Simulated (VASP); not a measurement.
# SiO2 (P4_2/mnm) in VASP: further runs

SiO2 is run at these levels: PBE; tasks: single point, relaxation of cell and atoms.

All numbers are computed with VASP 6.6.1; they aren't measurements. Logs are shortened: lines on timing, memory, paths and dates and some standing lists are left out, and cuts for length are marked.

## 1. The cell of the first run

Symmetry: P4_2/mnm, No. 136, tetragonal system. Conventional cell: a = 4.236 Å, b = 4.236 Å, c = 2.691 Å, α = 90.00°, β = 90.00°, γ = 90.00°. Within 2.4 Å of Si (site symmetry mmm) lie 6 O at 1.77 to 1.84 Å. O (site symmetry m2m) has 3 Si at 1.77 to 1.84 Å and 1 O at 2.31 Å within 2.4 Å.

## 2. Single point, PBE

Contents of INCAR:

```
SYSTEM = SiO2
  PREC = Accurate
  ENCUT = 520
  EDIFF = 1E-6
  ISMEAR = 0
  SIGMA = 0.02
  LREAL = .False.
  LASPH = .True.
  NELM = 60
  ALGO = Normal
  ISIF = 2
  LWAVE = .False.
  LCHARG = .False.
  GGA = PE
  NBANDS = 25
```

Contents of KPOINTS:

```
Automatic mesh
0
Gamma
  6 6 8
  0 0 0
```

Contents of POSCAR:

```
SiO2
1.0
    4.2362269848      0.0000000000      0.0000000000
    0.0000000000      4.2362269848      0.0000000000
    0.0000000000      0.0000000000      2.6905974715
Si O
2 4
Direct
    0.0000000000      0.0000000000      0.0000000000
    0.5000000000      0.5000000000      0.5000000000
    0.3069839045      0.3069839045      0.0000000000
    0.1930160955      0.8069839045      0.5000000000
    0.6930160955      0.6930160955      0.0000000000
    0.8069839045      0.1930160955      0.5000000000
```

Potentials or basis: VASP PAW PBE potentials, release 64 (Si, O).

Started as:

```console
cat potpaw_PBE.64/Si/POTCAR potpaw_PBE.64/O/POTCAR > POTCAR
mpirun -np 1 vasp_std > vasp.out
```

OUTCAR:

```text
SYSTEM = SiO2
   PREC = Accurate
   ENCUT = 520
   EDIFF = 1E-6
   ISMEAR = 0
   LREAL = .False.
   LASPH = .True.
   NELM = 60
   ISIF = 2
   GGA = PE

 ion  position               nearest neighbor table
   1  0.000  0.000  0.000-   4 1.77   6 1.77   4 1.77   6 1.77   5 1.84   3 1.84
   2  0.500  0.500  0.500-   3 1.77   5 1.77   3 1.77   5 1.77   4 1.84   6 1.84
   3  0.307  0.307  0.000-   2 1.77   2 1.77   1 1.84
   4  0.193  0.807  0.500-   1 1.77   1 1.77   2 1.84
   5  0.693  0.693  0.000-   2 1.77   2 1.77   1 1.84
   6  0.807  0.193  0.500-   1 1.77   1 1.77   2 1.84

  LATTYP: Found a simple tetragonal cell.
 ALAT       =     4.2362269848
 C/A-ratio  =     0.6351400624

  Lattice vectors:

 A1 = (   4.2362269848,   0.0000000000,   0.0000000000)
 A2 = (   0.0000000000,   4.2362269848,   0.0000000000)
 A3 = (   0.0000000000,   0.0000000000,   2.6905974715)

Analysis of symmetry for initial positions (statically):
=====================================================================
 Subroutine PRICEL returns:
 Original cell was already a primitive cell.

 Routine SETGRP: Setting up the symmetry group for a
 simple tetragonal supercell.

 Subroutine GETGRP returns: Found 16 space group operations
 (whereof  8 operations were pure point group operations)
 out of a pool of 16 trial point group operations.

The static configuration has the point symmetry D_2h.
 The point group associated with its full space group is D_4h.

Analysis of symmetry for dynamics (positions and initial velocities):
=====================================================================
 Subroutine PRICEL returns:
 Original cell was already a primitive cell.

 Routine SETGRP: Setting up the symmetry group for a
 simple tetragonal supercell.

 Subroutine GETGRP returns: Found 16 space group operations
 (whereof  8 operations were pure point group operations)
 out of a pool of 16 trial point group operations.

The dynamic configuration has the point symmetry D_2h.
 The point group associated with its full space group is D_4h.

 Subroutine INISYM returns: Found 16 space group operations
 (whereof  8 operations are pure point group operations),
 and found     1 'primitive' translations

----------------------------------------------------------------------------------------

                                     Primitive cell
[... 95 lines left out ...]
   LSORBIT =      F    spin-orbit coupling
   LASPH  =      T    aspherical Exc in radial PAW
   ENCUT  =  520.0 eV  38.22 Ry    6.18 a.u.   7.88  7.88  5.00*2*pi/ulx,y,z
   NELM   =     60;   NELMIN=  2; NELMDL= -5     # of ELM steps
   EDIFF  = 0.1E-05   stopping-criterion for ELM
   LREAL  =      F    real-space projection
   EDIFFG = 0.1E-04   stopping-criterion for IOM
   NSW    =      0    number of steps for IOM
   IBRION =     -1    ionic relax: 0-MD 1-quasi-New 2-CG
   NFREE  =      0    steps in history (QN), initial steepest desc. (CG)
   ISIF   =      2    stress and relaxation
   ISYM   =      2    0-nonsym 1-usesym 2-fastsym
   POTIM  = 0.5000    time-step for ionic-motion
   TEBEG  =    0.0;   TEEND  =   0.0 temperature during run
   PSTRESS=    0.0 pullay stress
   NELECT =      32.0000    total number of electrons
   NUPDOWN=      -1.0000    fix difference up-down
   EMIN   =  10.00;   EMAX   =-10.00  energy-range for DOS
   EFERMI =   0.00;   METHOD = LEGACY
   ISMEAR =     0;   SIGMA  =   0.02  broadening in eV -4-tet -1-fermi 0-gaus
   EFERMI_NEDOS =   21; number of points for ismear=-14 and -15
   IALGO  =     38    algorithm
   IMIX   =      4    mixing-type and parameters
     AMIX     =   0.40;   BMIX     =  1.00
     AMIX_MAG =   1.60;   BMIX_MAG =  1.00
  volume/ion in A,a.u.               =       8.05        54.31
  Fermi-wavevector in a.u.,A,eV,Ry     =   1.427324  2.697250 27.718503  2.037253
  Thomas-Fermi vector in A             =   2.547505
   LORBIT       =      0    0 simple, 1 ext, 2 COOP (PROOUT), +10 PAW based schemes
   GGA     = PE    functional components
   LHFCALC =     F    Hartree Fock is set to
   AEXX    =    0.0000 exact exchange contribution
   IVDW    =     0    specifies the selected vdW correction
   LEPSILON=     F    determine dielectric tensor
   LRPA    =     F    only Hartree local field effects (RPA)
 non-spin polarized calculation
 Gauss-broadening in eV      SIGMA  =   0.02
  energy-cutoff  :      520.00
  volume of cell :       48.28
 maximum number of plane-waves:      1336
 NGX is ok and might be reduce to    32
   NGX = 15   NGY = 15   NGZ = 11

 number of electron      31.9999992 magnetization

 Free energy of the ion-electron system (eV)
  ---------------------------------------------------
  ext. energy  EPLUGINS =         0.00000000
  ---------------------------------------------------
  free energy    TOTEN  =       -46.31687275 eV

  energy without entropy =      -46.31687275  energy(sigma->0) =      -46.31687275

 E-fermi :   7.8868     XC(G=0): -12.0793

 val. band max:        7.7300249997   @ k =   0.0000   0.0000   0.0000
 cond. band min:      12.7530139674   @ k =   0.0000   0.0000   0.0000
 fundamental gap:      5.0229889676
 Fermi energy:         7.8867815972

 k-point     1 :       0.0000    0.0000    0.0000
  band No.  band energies     occupation
      1     -14.4800      2.00000
      2     -11.0200      2.00000
      3     -11.0200      2.00000
      4     -10.8629      2.00000
      5      -2.8753      2.00000
      6       1.4980      2.00000
[... 661 lines left out ...]
     24      20.4985      0.00000
     25      21.2752      0.00000

 [... further k-points ...]
[... 5 lines left out ...]
  --------------------------------------------------------------------------------------
  -------------------------------------------------------------------------------------
  Total       -0.0304892     -0.0304892      0.1549555     -0.0000000      0.0000000      0.0000000
  in kB       -1.0116953     -1.0116953      5.1417427     -0.0000000      0.0000000      0.0000000
  external PRESSURE =       1.0394507 kB  Pullay stress =       0.0000000 kB

 VOLUME and BASIS-vectors are now :
 -----------------------------------------------------------------------------
  energy-cutoff  :      520.00
  volume of cell :       48.28
      direct lattice vectors                 reciprocal lattice vectors
     4.236226985  0.000000000  0.000000000     0.236059117  0.000000000  0.000000000
     0.000000000  4.236226985  0.000000000     0.000000000  0.236059117  0.000000000
     0.000000000  0.000000000  2.690597471     0.000000000  0.000000000  0.371664662

 POSITION                                       TOTAL-FORCE (eV/Angst)
 -----------------------------------------------------------------------------------
      0.00000      0.00000      0.00000        -0.000000     -0.000000      0.000000
      2.11811      2.11811      1.34530        -0.000000     -0.000000      0.000000
      1.30045      1.30045      0.00000        -0.012554     -0.012554     -0.000000
      0.81766      3.41857      1.34530         0.012554     -0.012554     -0.000000
      2.93577      2.93577      0.00000         0.012554      0.012554      0.000000
      3.41857      0.81766      1.34530        -0.012554      0.012554      0.000000
 -----------------------------------------------------------------------------------
    total drift:                                0.000000      0.000000      0.000000

  FREE ENERGIE OF THE ION-ELECTRON SYSTEM (eV)
  ---------------------------------------------------
  free  energy   TOTEN  =       -46.3168727477 eV

  energy  without entropy=      -46.3168727477  energy(sigma->0) =      -46.31687275
```

stdout:

```text
POSCAR found type information on POSCAR SiO
 POSCAR found :  2 types and       6 ions
 scaLAPACK will be used
 LDA part: xc-table for (Slater+PW92), standard interpolation
 POSCAR, INCAR and KPOINTS ok, starting setup
 FFT: planning ... GRIDC
 FFT: planning ... GRID_SOFT
 FFT: planning ... GRID
 WAVECAR not read
 entering main loop
```

Run time: 22 s. Hardware: 1 thread of AMD EPYC 9R45 (Zen 5), shared host; peak memory 0.15 GiB.

What came out:

- Free energy: -46.3169 eV
- Pressure: 0.1 GPa
- Largest force: 0.018 eV/Å
- Band gap on the k mesh: 5.02 eV, direct

Forces on the atoms (eV/Å):
```
Si   0.000  0.000  0.000
Si   0.000  0.000  0.000
O   -0.013 -0.013  0.000
O    0.013 -0.013  0.000
O    0.013  0.013  0.000
O   -0.013  0.013  0.000
```

A k mesh can miss the band edges.

## 3. Relaxation of cell and atoms, PBE

This run uses another cell than the first one, of 7.77 Å³/atom, 0.965 times its volume.

Contents of INCAR:

```
SYSTEM = SiO2
  PREC = Accurate
  ENCUT = 600
  EDIFF = 1E-7
  ISMEAR = 0
  SIGMA = 0.1
  LREAL = .False.
  LASPH = .True.
  NELM = 100
  ALGO = Normal
  ISIF = 3
  LWAVE = .False.
  LCHARG = .False.
  GGA = PE
  IBRION = 2
  NSW = 90
  EDIFFG = -0.04
```

Contents of KPOINTS:

```
regular mesh
0
Gamma
  4 4 6
  0 0 0
```

Contents of POSCAR:

```
SiO2
1.0
    4.1800999600      0.0000000000      0.0000000000
    0.0000000000      4.1800999600      0.0000000000
    0.0000000000      0.0000000000      2.6677999500
Si O
2 4
Direct
    0.0000000000      0.0000000000      0.0000000000
    0.5000000000      0.5000000000      0.5000000000
    0.3066999900      0.3066999900      0.0000000000
    0.1933000100      0.8066999900      0.5000000000
    0.6933000100      0.6933000100      0.0000000000
    0.8066999900      0.1933000100      0.5000000000
```

Potentials or basis: VASP PAW PBE potentials, release 64 (Si, O).

Started as:

```console
cat potpaw_PBE.64/Si/POTCAR potpaw_PBE.64/O/POTCAR > POTCAR
mpirun -np 1 vasp_std > vasp.out
```

It took 42 s on 1 thread of AMD EPYC 9R45 (Zen 5), shared host; peak memory 0.15 GiB.

Results (log left out):

```yaml
Free_energy: -46.3240 eV
Relaxed_volume: 8.03 Å³/atom
Relaxed_cell: a = 4.227 Å, b = 4.227 Å, c = 2.696 Å, α = 90.00°, β = 90.00°, γ = 90.00°
Space_group_after_relaxing_to_0.05_Å: P4_2/mnm (No. 136)
Energy_gained_by_relaxing: 8.4 meV/atom
Ionic_steps: 5
Pressure_after_relaxing: 0.1 GPa
Largest_force_after_relaxing: 0.005 eV/Å
Band_gap_on_the_k_mesh: 5.03 eV, direct
```

Forces in eV/Å, atoms in the order of the input:
```
Si   0.000  0.000  0.000
Si   0.000  0.000  0.000
O   -0.003 -0.003  0.000
O    0.003 -0.003  0.000
O    0.003  0.003  0.000
O   -0.003  0.003  0.000
```

Stress tensor (GPa, compression positive):
```
 0.39  0.00  0.00
 0.00  0.39  0.00
 0.00  0.00 -0.48
```

The path:
| step | energy change (eV) | largest force (eV/Å) | pressure (GPa) | volume (Å³) |
| --- | --- | --- | --- | --- |
| 1 | 0.0000 | 0.2438 | 10.60 | 46.62 |
| 2 | 0.0415 | 0.5375 | -12.02 | 50.17 |
| 3 | -0.0490 | 0.1205 | 0.17 | 48.08 |
| 4 | -0.0490 | 0.1139 | 0.36 | 48.05 |
| 5 | -0.0505 | 0.0046 | 0.10 | 48.17 |

Final structure:
```yaml
crystal:
  lattice:
    - [4.22680, 0.00000, 0.00000]
    - [0.00000, 4.22680, 0.00000]
    - [0.00000, 0.00000, 2.69619]
  atoms:
    - { symbol: Si, position: [0.00000, 0.00000, 0.00000] }
    - { symbol: Si, position: [0.50000, 0.50000, 0.50000] }
    - { symbol: O, position: [0.30667, 0.30667, 0.00000] }
    - { symbol: O, position: [0.19333, 0.80667, 0.50000] }
    - { symbol: O, position: [0.69333, 0.69333, 0.00000] }
    - { symbol: O, position: [0.80667, 0.19333, 0.50000] }
```

Levels at points of the mesh, in eV from the valence-band top:
| k point | band 14 | band 15 | band 16 | band 17 | band 18 | band 19 |
| --- | --- | --- | --- | --- | --- | --- |
| (0.00, 0.00, 0.00) | -0.85 | -0.85 | 0.00 | 5.03 | 6.56 | 8.24 |
| (0.50, 0.00, 0.00) | -2.63 | -1.04 | -1.04 | 7.29 | 7.29 | 8.84 |
| (0.50, 0.50, 0.00) | -2.56 | -2.16 | -2.16 | 7.01 | 7.01 | 9.75 |
| (0.00, 0.00, 0.50) | -2.90 | -2.57 | -2.57 | 8.66 | 8.66 | 12.34 |
| (0.50, 0.00, 0.50) | -2.21 | -1.67 | -1.67 | 8.45 | 8.45 | 9.49 |
| (0.50, 0.50, 0.50) | -1.72 | -1.47 | -1.47 | 6.82 | 6.82 | 10.73 |

As with any semilocal functional, this PBE gap is likely too small. Zero-point motion and thermal expansion aren't in these numbers.

[end of part 1 of 2]
